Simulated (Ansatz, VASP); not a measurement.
**P in VASP and in Ansatz**

POSCAR

```
P
1.0
    2.4614804167      0.0000000000      0.0000000000
    0.0000000000      2.4614804167      0.0000000000
    0.0000000000      0.0000000000      2.4614804167
P
1
Direct
    0.0000000000      0.0000000000      0.0000000000
```

The input INCAR.step1:

```
PREC = Accurate
ENCUT = 520
ISMEAR = 0
SIGMA = 0.1
LREAL = False
LASPH = True
NELM = 100
NBANDS = 8
GGA = PE
ALGO = Normal
EDIFF = 1E-4
LWAVE = True
LCHARG = False
```

The input INCAR.step2:

```
PREC = Accurate
ENCUT = 520
EDIFF = 1E-6
ISMEAR = 0
SIGMA = 0.1
LREAL = False
LASPH = True
NELM = 100
ALGO = Normal
ISIF = 2
LWAVE = False
LCHARG = False
METAGGA = R2SCAN
LMIXTAU = True
NBANDS = 8
ISTART = 1
```

The input KPOINTS:

```
Automatic mesh
0
Gamma
  18 18 18
```

Input for Ansatz:

```yaml
crystal:
  lattice:
    - [2.4614804167, 0.0, 0.0]
    - [0.0, 2.4614804167, 0.0]
    - [0.0, 0.0, 2.4614804167]
  atoms:
    - { symbol: P, position: [0.0, 0.0, 0.0] }
basis:
  ecutwfc: 500
kpoints:
  mp_grid: { grid: [18, 18, 18] }
hamiltonian:
  xc: r2scan
scf:
  occupations: { method: gaussian, width: 0.1 }
output:
  forces: true
  stress: true
  eigenvalues: true
```

Alike in both runs: task single point; functional r2SCAN; k mesh 18 × 18 × 18; occupations gaussian, width 0.1 eV; no spin polarisation.

|  | VASP | Ansatz |
| --- | --- | --- |
| version | VASP 6.6.1 | Ansatz 0.2.0 |
| potentials or method | VASP PAW PBE potentials, release 64 (P), cutoff 520 eV | scalar-relativistic, plane waves, PAW |
| valence electrons in the cell | 5 | 5 |

```tsv
	VASP	Ansatz	Ansatz less VASP
gap on the k mesh at the Fermi level (eV)	none	none	-
pressure (GPa)	-3.5	-3.1	+0.40
```

VASP's potentials were made for PBE, not for r2SCAN. A gap of «none» marks a metal or a gap that the smearing closes. The functional is the same, so the differences come from potentials, cutoffs and numerics.
